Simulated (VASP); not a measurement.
A run of VASP 6.6.1 is set up as follows.

POSCAR

```
LiY3
1.0
    5.5152240000      0.0000000000      0.0000000000
    2.7576120000      4.7763240916      0.0000000000
    2.7576120000      1.5921080305      4.5031615391
Li Y
1 3
Direct
    0.0000000000      0.0000000000      0.0000000000
    0.2500000000      0.2500000000      0.2500000000
    0.7500000000      0.7500000000      0.7500000000
    0.5000000000      0.5000000000      0.5000000000
```

Contents of INCAR.step1:

```
  PREC = Accurate
  ENCUT = 520
  ISMEAR = 1
  SIGMA = 0.05
  LREAL = False
  LASPH = True
  NELM = 80
  NBANDS = 26
  GGA = PE
  ALGO = Normal
  EDIFF = 1E-4
  LWAVE = True
  LCHARG = False
```

Contents of INCAR.step2:

```
  PREC = Accurate
  ENCUT = 520
  EDIFF = 1E-6
  ISMEAR = 1
  SIGMA = 0.05
  LREAL = False
  LASPH = True
  NELM = 80
  ALGO = Normal
  ISIF = 2
  LWAVE = False
  LCHARG = True
  METAGGA = R2SCAN
  LMIXTAU = True
  LELF = True
  LVHAR = True
  NBANDS = 26
  ISTART = 1
```

KPOINTS

```
Automatic mesh
0
Gamma
  5 5 5
```

Potentials or basis: VASP PAW PBE potentials, release 64 (Li_sv, Y_sv).

Command:

```sh
$ cat potpaw_PBE.64/Li_sv/POTCAR potpaw_PBE.64/Y_sv/POTCAR > POTCAR
$ cp INCAR.step1 INCAR
$ mpirun -np 1 vasp_std > vasp.out
$ cp INCAR.step2 INCAR
$ mpirun -np 1 vasp_std > vasp.out
```

Task: What does it give for the band gap on the k mesh?

Result: Zero (bands 18 and 19 overlap by 0.57 eV).
